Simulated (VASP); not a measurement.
# W (R-3m) in VASP: further runs

Runs on W. Level: LDA. Tasks: single point.

All numbers are computed with VASP 6.6.1; they aren't measurements. Logs are shortened: lines on timing, memory, paths and dates and some standing lists are left out, and cuts for length are marked.

## (1) The cell of the first run

Symmetry: R-3m, No. 166, trigonal system. The conventional cell has a = 4.924 Å, b = 4.924 Å, c = 2.028 Å, α = 90.00°, β = 90.00°, γ = 120.00°. W (site symmetry -3m) has 2 W at 2.03 Å within 2.7 Å.

## (2) Single point, LDA (14.19 Å³/atom)

Input file INCAR:

```
SYSTEM = W
PREC = Accurate ; ENCUT = 520
EDIFF = 1E-6 ; ISMEAR = 0
SIGMA = 0.15 ; LREAL = .False.
LASPH = .True. ; NELM = 80
ALGO = Fast ; ISIF = 2
LWAVE = .False. ; LCHARG = .False.
NBANDS = 13
```

Input file KPOINTS:

```
regular mesh
0
Gamma
  22 22 22
  0 0 0
```

Input file POSCAR:

```
W
1.0
   -1.9307674961      1.5507065765      1.5507065765
    1.5507065765     -1.9307674961      1.5507065765
    1.5507065765      1.5507065765     -1.9307674961
W
1
Direct
    0.0000000000      0.0000000000      0.0000000000
```

Potentials or basis: VASP PAW LDA potentials, release 64 (W_sv).

Launch:

```sh
> cat potpaw_LDA.64/W_sv/POTCAR > POTCAR
> mpirun -np 1 vasp_std > vasp.out
```

OUTCAR:

```text
SYSTEM = W
   PREC = Accurate
   ENCUT = 520
   EDIFF = 1E-6
   ISMEAR = 0
   LREAL = .False.
   LASPH = .True.
   NELM = 80
   ISIF = 2

 ion  position               nearest neighbor table
   1  0.000  0.000  0.000-

  LATTYP: Found a trigonal (rhomboedric) cell.
 ALAT       =     2.9218564128
 COS(alpha) =    -0.4197392560

  Lattice vectors:

 A1 = (  -1.9307674961,   1.5507065765,   1.5507065765)
 A2 = (   1.5507065765,  -1.9307674961,   1.5507065765)
 A3 = (   1.5507065765,   1.5507065765,  -1.9307674961)

Analysis of symmetry for initial positions (statically):
=====================================================================
 Subroutine PRICEL returns:
 Original cell was already a primitive cell.

 Routine SETGRP: Setting up the symmetry group for a
 trigonal (rhombohedral) supercell.

 Subroutine GETGRP returns: Found 12 space group operations
 (whereof 12 operations were pure point group operations)
 out of a pool of 12 trial point group operations.

The static configuration has the point symmetry D_3d.

Analysis of symmetry for dynamics (positions and initial velocities):
=====================================================================
 Subroutine PRICEL returns:
 Original cell was already a primitive cell.

 Routine SETGRP: Setting up the symmetry group for a
 trigonal (rhombohedral) supercell.

 Subroutine GETGRP returns: Found 12 space group operations
 (whereof 12 operations were pure point group operations)
 out of a pool of 12 trial point group operations.

The dynamic configuration has the point symmetry D_3d.

 Subroutine INISYM returns: Found 12 space group operations
 (whereof 12 operations are pure point group operations),
 and found     1 'primitive' translations

----------------------------------------------------------------------------------------

                                     Primitive cell

  volume of cell :      14.1890

  direct lattice vectors                    reciprocal lattice vectors
    -1.930767496  1.550706577  1.550706577     0.093253382  0.380488036  0.380488036
     1.550706577 -1.930767496  1.550706577     0.380488036  0.093253382  0.380488036
     1.550706577  1.550706577 -1.930767496     0.380488036  0.380488036  0.093253382

  length of vectors
[... 86 lines left out ...]
   ISIF   =      2    stress and relaxation
   ISYM   =      2    0-nonsym 1-usesym 2-fastsym
   POTIM  = 0.5000    time-step for ionic-motion
   TEBEG  =    0.0;   TEEND  =   0.0 temperature during run
   PSTRESS=    0.0 pullay stress
   NELECT =      14.0000    total number of electrons
   NUPDOWN=      -1.0000    fix difference up-down
   EMIN   =  10.00;   EMAX   =-10.00  energy-range for DOS
   EFERMI =   0.00;   METHOD = LEGACY
   ISMEAR =     0;   SIGMA  =   0.15  broadening in eV -4-tet -1-fermi 0-gaus
   EFERMI_NEDOS =   21; number of points for ismear=-14 and -15
   IALGO  =     68    algorithm
   IMIX   =      4    mixing-type and parameters
     AMIX     =   0.40;   BMIX     =  1.00
     AMIX_MAG =   1.60;   BMIX_MAG =  1.00
  volume/ion in A,a.u.               =      14.19        95.75
  Fermi-wavevector in a.u.,A,eV,Ry     =   1.629797  3.079870 36.140327  2.656239
  Thomas-Fermi vector in A             =   2.722204
   LORBIT       =      0    0 simple, 1 ext, 2 COOP (PROOUT), +10 PAW based schemes
   GGA     = CA    functional components
   LHFCALC =     F    Hartree Fock is set to
   AEXX    =    0.0000 exact exchange contribution
   IVDW    =     0    specifies the selected vdW correction
   LEPSILON=     F    determine dielectric tensor
   LRPA    =     F    only Hartree local field effects (RPA)
 non-spin polarized calculation
 RMM-DIIS sequential band-by-band and
 Gauss-broadening in eV      SIGMA  =   0.15
  energy-cutoff  :      520.00
  volume of cell :       14.19
 maximum number of plane-waves:       396
 NGX is ok and might be reduce to    24
   NGX = 11   NGY = 11   NGZ = 11

 number of electron      14.0000001 magnetization

 Free energy of the ion-electron system (eV)
  ---------------------------------------------------
  ext. energy  EPLUGINS =         0.00000000
  ---------------------------------------------------
  free energy    TOTEN  =       -10.58669586 eV

  energy without entropy =      -10.57968696  energy(sigma->0) =      -10.58319141

 E-fermi :  13.1440     XC(G=0): -14.2656

 val. band max:       13.1383325279   @ k =   0.4545   0.1364   0.0909
 cond. band min:      13.1448053044   @ k =  -0.3182   0.5000   0.2727
 fundamental gap:      0.0064727765
 Fermi energy:        13.1440492841

 k-point     1 :       0.0000    0.0000    0.0000
  band No.  band energies     occupation
      1     -61.5170      2.00000
      2     -25.3640      2.00000
      3     -25.3640      2.00000
      4     -21.4748      2.00000
      5       3.0868      2.00000
      6       6.7452      2.00000
      7      10.5246      2.00000
      8      10.5246      2.00000
      9      20.8642      0.00000
     10      20.8642      0.00000
     11      23.3559      0.00000
     12      31.2344      0.00000
     13      31.2344      0.00000
[... 354 lines left out ...]
  band No.  band energies     occupation
      1     -60.0816      2.00000
      2     -29.6210      2.00000
      3     -24.6265      2.00000
      4     -24.3160      2.00000
      5       5.9142      2.00000
      6       8.3132      2.00000
      7      13.0695      1.51797
      8      13.8733      0.00000
      9      16.8299      0.00000
     10      19.6882      0.00000
     11      24.9174      0.00000
     12      31.3492      0.00000
     13      32.3675      0.00000

 [... further k-points ...]

------------------------ aborting loop because EDIFF is reached ----------------------------------------

  FORCE on cell =-STRESS in cart. coord.  units (eV):
  Direction    XX          YY          ZZ          XY          YZ          ZX
  --------------------------------------------------------------------------------------
  -------------------------------------------------------------------------------------
  Total       10.3072332     10.3072332     10.3072332     10.8424704     10.8424704     10.8424704
  in kB     1163.8604063   1163.8604063   1163.8604063   1224.2977161   1224.2977161   1224.2977161
  external PRESSURE =    1163.8604063 kB  Pullay stress =       0.0000000 kB

 VOLUME and BASIS-vectors are now :
 -----------------------------------------------------------------------------
  energy-cutoff  :      520.00
  volume of cell :       14.19
      direct lattice vectors                 reciprocal lattice vectors
    -1.930767496  1.550706577  1.550706577     0.093253382  0.380488036  0.380488036
     1.550706577 -1.930767496  1.550706577     0.380488036  0.093253382  0.380488036
     1.550706577  1.550706577 -1.930767496     0.380488036  0.380488036  0.093253382

 POSITION                                       TOTAL-FORCE (eV/Angst)
 -----------------------------------------------------------------------------------
      0.00000      0.00000      0.00000         0.000000      0.000000      0.000000
 -----------------------------------------------------------------------------------
    total drift:                                0.000000      0.000000     -0.000000

  FREE ENERGIE OF THE ION-ELECTRON SYSTEM (eV)
  ---------------------------------------------------
  free  energy   TOTEN  =       -10.5866958609 eV

  energy  without entropy=      -10.5796869582  energy(sigma->0) =      -10.58319141
```

OSZICAR:

```text
N       E                     dE             d eps       ncg     rms          rms(c)
DAV:   1     0.883440175995E+02    0.88344E+02   -0.75242E+03 26921   0.125E+03
DAV:   2    -0.930666281888E+01   -0.97651E+02   -0.93385E+02 29674   0.322E+02
DAV:   3    -0.109780669983E+02   -0.16714E+01   -0.16663E+01 30049   0.408E+01
DAV:   4    -0.109840649326E+02   -0.59979E-02   -0.59977E-02 29989   0.270E+00
DAV:   5    -0.109841082519E+02   -0.43319E-04   -0.43319E-04 30309   0.218E-01    0.361E+01
RMM:   6    -0.106968712343E+02    0.28724E+00   -0.10967E-01 29376   0.321E+00    0.193E+01
RMM:   7    -0.105876929671E+02    0.10918E+00   -0.14678E-01 31725   0.371E+00    0.603E-01
RMM:   8    -0.105866198628E+02    0.10731E-02   -0.10847E-02 31981   0.117E+00    0.250E-01
RMM:   9    -0.105867053504E+02   -0.85488E-04   -0.14946E-03 32540   0.441E-01    0.817E-02
RMM:  10    -0.105866917306E+02    0.13620E-04   -0.15969E-04 33700   0.151E-01    0.785E-03
RMM:  11    -0.105866954444E+02   -0.37138E-05   -0.42294E-05 32582   0.710E-02    0.398E-03
RMM:  12    -0.105866958609E+02   -0.41650E-06   -0.55797E-06 27187   0.269E-02
   1 F= -.10586696E+02 E0= -.10583191E+02  d E =-.700890E-02
```

stdout:

```text
POSCAR found type information on POSCAR W
 POSCAR found :  1 types and       1 ions
 scaLAPACK will be used
 LDA part: xc-table for (Slater(with rela. corr.)+CA(PZ))
 , standard interpolation
 POSCAR, INCAR and KPOINTS ok, starting setup
 FFT: planning ... GRIDC
 FFT: planning ... GRID_SOFT
 FFT: planning ... GRID
 WAVECAR not read
 entering main loop
WARNING in EDDRMM: call to ZHEGV failed, returncode =   8  4     12
WARNING in EDDRMM: call to ZHEGV failed, returncode =   8  4     13
```

Run time: 64 s. Hardware: 1 thread of Intel Xeon 6975P-C (Granite Rapids), shared host; peak memory 0.28 GiB.

Results:

* Free energy: -10.5867 eV
* Pressure: 116.4 GPa
* Band gap on the k mesh: zero (bands 7 and 8 overlap by 5.87 eV)

Stress tensor (GPa, compression positive):
```
116.39 122.43 122.43
122.43 116.39 122.43
122.43 122.43 116.39
```

Caveat: atoms lie so close that the PAW spheres overlap strongly, which falsifies energies and pressures; the cell stands under pressure; spin-orbit coupling is left out, which moves the levels of the heavy elements.

## (3) Single point, LDA (14.19 Å³/atom)

Input file INCAR:

```
PREC = Accurate ; ENCUT = 520
EDIFF = 1E-6 ; ISMEAR = 0
SIGMA = 0.15 ; LREAL = False
LASPH = True ; NELM = 100
ALGO = Fast ; ISIF = 2
LWAVE = False ; LCHARG = False
NBANDS = 13
```

Input file KPOINTS:

```
Automatic mesh
0
Gamma
  22 22 22
```

Input file POSCAR:

```
W
1.0
   -0.6980597761      1.6432441853      1.6432441853
    1.6432441853     -0.6980597761      1.6432441853
    1.6432441853      1.6432441853     -0.6980597761
W
1
Direct
    0.0000000000      0.0000000000      0.0000000000
```

Potentials or basis: VASP PAW LDA potentials, release 64 (W_sv).

Launch:

```sh
> cat potpaw_LDA.64/W_sv/POTCAR > POTCAR
> mpirun -np 1 vasp_std > vasp.out
```

OUTCAR:

```text
PREC = Accurate
   ENCUT = 520
   EDIFF = 1E-6
   ISMEAR = 0
   LREAL = False
   LASPH = True
   NELM = 100
   ISIF = 2

 ion  position               nearest neighbor table
   1  0.000  0.000  0.000-

  LATTYP: Found a trigonal (rhomboedric) cell.
 ALAT       =     2.4264769432
 COS(alpha) =     0.0689708858

  Lattice vectors:

 A1 = (  -0.6980597761,   1.6432441853,   1.6432441853)
 A2 = (   1.6432441853,  -0.6980597761,   1.6432441853)
 A3 = (   1.6432441853,   1.6432441853,  -0.6980597761)
[... 563 lines left out ...]
     13      33.5753      0.00000

 [... further k-points ...]

------------------------ aborting loop because EDIFF is reached ----------------------------------------

  FORCE on cell =-STRESS in cart. coord.  units (eV):
  Direction    XX          YY          ZZ          XY          YZ          ZX
  --------------------------------------------------------------------------------------
  -------------------------------------------------------------------------------------
  Total        6.7678345      6.7678345      6.7678345      1.0842413      1.0842413      1.0842413
  in kB      764.2026267    764.2026267    764.2026267    122.4291232    122.4291232    122.4291232
  external PRESSURE =     764.2026267 kB  Pullay stress =       0.0000000 kB

 VOLUME and BASIS-vectors are now :
 -----------------------------------------------------------------------------
  energy-cutoff  :      520.00
  volume of cell :       14.19
      direct lattice vectors                 reciprocal lattice vectors
    -0.698059776  1.643244185  1.643244185    -0.155963352  0.271149068  0.271149068
     1.643244185 -0.698059776  1.643244185     0.271149068 -0.155963352  0.271149068
     1.643244185  1.643244185 -0.698059776     0.271149068  0.271149068 -0.155963352

 POSITION                                       TOTAL-FORCE (eV/Angst)
 -----------------------------------------------------------------------------------
      0.00000      0.00000      0.00000         0.000000      0.000000     -0.000000
 -----------------------------------------------------------------------------------
    total drift:                                0.000000     -0.000000      0.000000

  FREE ENERGIE OF THE ION-ELECTRON SYSTEM (eV)
  ---------------------------------------------------
  free  energy   TOTEN  =       -12.0729818015 eV

  energy  without entropy=      -12.0641779351  energy(sigma->0) =      -12.06857987
```

stdout:

```text
POSCAR found type information on POSCAR W
 POSCAR found :  1 types and       1 ions
 scaLAPACK will be used
 LDA part: xc-table for (Slater(with rela. corr.)+CA(PZ))
 , standard interpolation
 POSCAR, INCAR and KPOINTS ok, starting setup
 FFT: planning ... GRIDC
 FFT: planning ... GRID_SOFT
 FFT: planning ... GRID
 WAVECAR not read
 entering main loop
```

It took 50 s on 1 thread of Intel Xeon 6975P-C (Granite Rapids), shared host; peak memory 0.27 GiB.

Results:

| Item | Value |
| --- | --- |
| Free energy | -12.0730 eV |
| Pressure | 76.4 GPa |
| Band gap on the k mesh | zero (bands 7 and 8 overlap by 3.79 eV) |

Stress tensor (GPa, compression positive):
```
76.42 12.24 12.24
12.24 76.42 12.24
12.24 12.24 76.42
```

Caveat: the cell stands under pressure; spin-orbit coupling is left out, which moves the levels of the heavy elements.

(Continued in part 2 of 2.)
